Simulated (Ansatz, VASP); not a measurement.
# RbH2 in VASP and in Ansatz

```
CELL_PARAMETERS angstrom
5.43507 0.00000 0.00000
-2.71753 4.70691 0.00000
0.00000 0.00000 9.09968
ATOMIC_POSITIONS crystal
Rb 0.33333 0.66667 0.25000
Rb 0.66667 0.33333 0.75000
H 0.33333 0.66667 0.70799
H 0.66667 0.33333 0.20799
H 0.33333 0.66667 0.79201
H 0.66667 0.33333 0.29201
```

Alike in both runs: functional PBE; k mesh 12 × 12 × 4; occupations gaussian, width 0.1 eV; no spin polarisation.

Ansatz relaxed the structure, and its values are those at the end. VASP's run is a single point on that final structure, the one shown.

|  | VASP | Ansatz |
| --- | --- | --- |
| version | VASP 6.6.1 | Ansatz 0.2.0 |
| potentials or method | VASP PAW PBE potentials, release 64 (Rb_sv, H), cutoff 520 eV | scalar-relativistic, plane waves, PAW |
| valence electrons in the cell | 22 | 22 |

|  | VASP | Ansatz | Ansatz less VASP |
| --- | --- | --- | --- |
| gap on the k mesh at the Fermi level (eV) | none | none | - |
| pressure (GPa) | 0.0 | 0.0 | +0.04 |

A gap of «none» marks a metal or a gap that the smearing closes.
